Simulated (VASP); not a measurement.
Set up this calculation in VASP 6.6.1, as the native input.

```yaml
Task: single point
Functional: PBE
Dispersion: D3(BJ)
Potentials_or_basis: VASP PAW PBE potentials, release 64 (Ti_sv, O)
Cutoff: 520 eV
k_mesh: 12 × 12 × 12
Occupations: gaussian, width 0.05 eV
Spin: no spin polarisation
Dipole_correction: no
Further_INCAR_settings: ALGO = Normal; EDIFF = 1e-06; NBANDS = 19
```

The structure of TiO2 lies in POSCAR:

```
TiO2
1.0
    1.3821681840      0.8580593258      4.8692561771
   -1.3821681840      0.8580593258      4.8692561771
    0.0000000000     -1.7161186520      4.8692561770
Ti O
1 2
Direct
    0.0000000000      0.0000000000      0.0000000000
    0.6004139744      0.6004139744      0.6004139744
    0.3995860256      0.3995860256      0.3995860256
```

This cell differs from its parent crystal: atoms displaced along a vibrational mode, the cell strained.

One way to write it, as run:

INCAR

```
PREC     = Accurate       # precision mode
ENCUT    = 520            # plane-wave cutoff, eV
EDIFF    = 1E-6           # SCF threshold, eV
ISMEAR   = 0              # smearing method
SIGMA    = 0.05           # smearing width, eV
LREAL    = False          # projectors in reciprocal space
LASPH    = True           # aspherical terms in the spheres
NELM     = 80             # most SCF steps
ALGO     = Normal         # electronic algorithm
ISIF     = 2              # what is computed and relaxed
LWAVE    = False          # write WAVECAR
LCHARG   = True           # write CHGCAR
GGA      = PE             # functional
IVDW     = 12             # dispersion correction
LELF     = True           # ELF
LVHAR    = True         
NBANDS   = 19             # bands
```

KPOINTS

```
regular mesh
0
Gamma
  12 12 12
```

Potentials or basis: VASP PAW PBE potentials, release 64 (Ti_sv, O).

Command:

```console
$ cat potpaw_PBE.64/Ti_sv/POTCAR potpaw_PBE.64/O/POTCAR > POTCAR
$ mpirun -np 1 vasp_std > vasp.out
```

Results of the run:

```json
{
 "Pressure": "20.3 GPa",
 "Largest force": "1.194 eV/Å",
 "Band gap on the k mesh": "2.53 eV (least direct gap 2.72 eV)",
 "Dispersion energy per atom": "-0.216 eV"
}
```

Caveat: the cell differs from its parent crystal (atoms displaced along a vibrational mode, the cell strained); the cell stands under pressure; forces of over 1 eV/Å act on the atoms, so gaps and moduli don't describe the material at rest.

It took 21 min on 1 thread of Intel Xeon 8259CL (shared host), peak memory 0.47 GiB.
